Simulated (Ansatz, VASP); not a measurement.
## MgI2: VASP beside Ansatz

```
Mg I
1.0
     3.96571    0.00000    0.00000
    -1.98285    3.43440    0.00000
     0.00000    0.00000    6.50522
Mg I
1 2
Cartesian
  0.0000 0.0000 0.0000
  0.0000 2.2896 4.7969
  1.9829 1.1448 1.7083
```

Alike in both runs: task single point; functional LDA; k mesh 6 × 6 × 4; occupations gaussian, width 0.05 eV; no spin polarisation.

|  | VASP | Ansatz |
| --- | --- | --- |
| version | VASP 6.6.1 | Ansatz 0.2.0 |
| potentials or method | VASP PAW LDA potentials, release 64 (Mg, I), cutoff 520 eV | scalar-relativistic, plane waves, PAW |
| valence electrons in the cell | 16 | 44 |

|  | VASP | Ansatz | Ansatz less VASP |
| --- | --- | --- | --- |
| gap on the k mesh at the Fermi level (eV) | 3.23 | 3.25 | +0.017 |
| least direct gap on the mesh (eV) | 3.77 | 3.75 | -0.016 |
| pressure (GPa) | 1.6 | 1.7 | +0.12 |
| traceless stress, the component that is largest in VASP (GPa) | -0.86 | -0.87 | -0.016 |
| rms of the force components (eV/Å) | 0.112 | 0.108 | -0.0042 |

LDA's correlation is that of Perdew and Zunger in VASP and of Perdew and Wang (1992) in Ansatz. Atom by atom the forces differ by 0.004 eV/Å (rms over components). VASP's potentials hold 16 valence electrons a cell and Ansatz's 44, so a difference there can come from the potentials and not from the codes.

Neither program's run includes spin-orbit coupling.
